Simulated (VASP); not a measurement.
Crystal: BAs.

```
B As
1.0
     0.00000    2.42775    2.42775
     2.42775    0.00000    2.42775
     2.42775    2.42775    0.00000
B As
1 1
Direct
  0.00000 0.00000 0.00000
  0.25000 0.25000 0.25000
```

This cell differs from its parent crystal: strain +1.5%.

Base run:

- Program: VASP 6.6.1
- Functional: r2SCAN
- Potentials or basis: VASP PAW PBE potentials, release 64 (B, As)
- Cutoff: 550 eV
- k mesh: 10 × 10 × 10
- Occupations: gaussian, width 0.01 eV
- Spin: no spin polarisation

Its results: band gap on the k mesh 1.42 eV, indirect (least direct gap 3.39 eV); pressure -5.6 GPa.

**Question.** The run is repeated on the same cell with these changes: functional from r2SCAN to PBE; cutoff from 550 eV to 520 eV; occupations from gaussian, width 0.01 eV to fermi-dirac, width 0.02 eV. What comes out?

**Answer.** Band gap on the k mesh 1.22 eV, indirect (least direct gap 3.22 eV); pressure -3.0 GPa.

Caveats: the PAW data sets were made with another functional, which shifts forces and pressure a little (some runs).

A k mesh can miss the band edges.
